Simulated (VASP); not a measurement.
Runs of VASP 6.6.1 on ReS. The structure is that of space group F-43m (No. 216), or close to it. The cells are those of the table. 

```csv
level,cell,gap on the mesh (eV),pressure (GPa),moment (μB),largest force (eV/Å)
PBE,"a = 3.703 Å, angles 60.0°, 2 atoms",none,1.3,(b),0.32
PBE,"a = 3.787 Å, angles 60.0°, 2 atoms",none,(a),0.14,-
PBE,"a = 3.740, b = 3.703, c = 3.703 Å, angles 59.3, 59.7, 59.7°, 2 atoms",none,1.4,0.01,0.40
PBE,"a = 3.822 Å, angles 60.0°, 2 atoms",none,-12.9,0.15,-
PBE,"a = 3.703, b = 3.740, c = 3.740 Å, angles 59.3, 60.3, 60.3°, 2 atoms",none,-2.3,0.01,-
r2SCAN,"a = 3.703 Å, angles 60.0°, 2 atoms",none,-1.3,0.22,-
```

Alike in all rows: task single point; potentials or basis VASP PAW PBE potentials, release 64 (Re, S); spin collinear, ferromagnetic start; k mesh 12 × 12 × 12; cutoff (eV) 520; smearing gaussian 0.05 eV.

**Question.** Estimate the missing entries.

**Answer.** (a) -9.4; (b) 0.03.

Caveats: spin-orbit coupling is left out, which moves the levels of the heavy elements; the PAW data sets were made with another functional, which shifts forces and pressure a little (some runs).

A k mesh can miss the band edges, and the runs leave out spin-orbit coupling on Re.

A gap of «none» marks levels without a gap at the run's occupations.
